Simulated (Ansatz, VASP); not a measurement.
BaF2: VASP beside Ansatz

```
Ba F
1.0
     3.06890    3.06890    0.00000
    -3.06890    3.06890    0.00000
     0.00000    3.06890    3.06890
Ba F
1 2
Direct
  0.00000 0.00000 0.00000
  0.25000 0.75000 0.50000
  0.75000 0.25000 0.50000
```

Alike in both runs: functional PBEsol; k mesh 10 × 10 × 10; occupations fermi-dirac, width 0.1 eV; no spin polarisation.

Ansatz relaxed the structure, and its values are those at the end. VASP's run is a single point on that final structure, the one shown.

|  | VASP | Ansatz |
| --- | --- | --- |
| version | VASP 6.6.1 | Ansatz 0.2.0 |
| potentials or method | VASP PAW PBE potentials, release 64 (Ba_sv, F) | PAW with Ansatz's default frozen-core files, scalar-relativistic |
| plane-wave cutoff (eV) | 600 | 420 |
| valence electrons in the cell | 24 | 24 |

|  | VASP | Ansatz | Ansatz less VASP |
| --- | --- | --- | --- |
| pressure (GPa) | 1.2 | 0.0 | -1.21 |

VASP's potentials were made for PBE, not for PBEsol.

Spin-orbit coupling is off throughout.
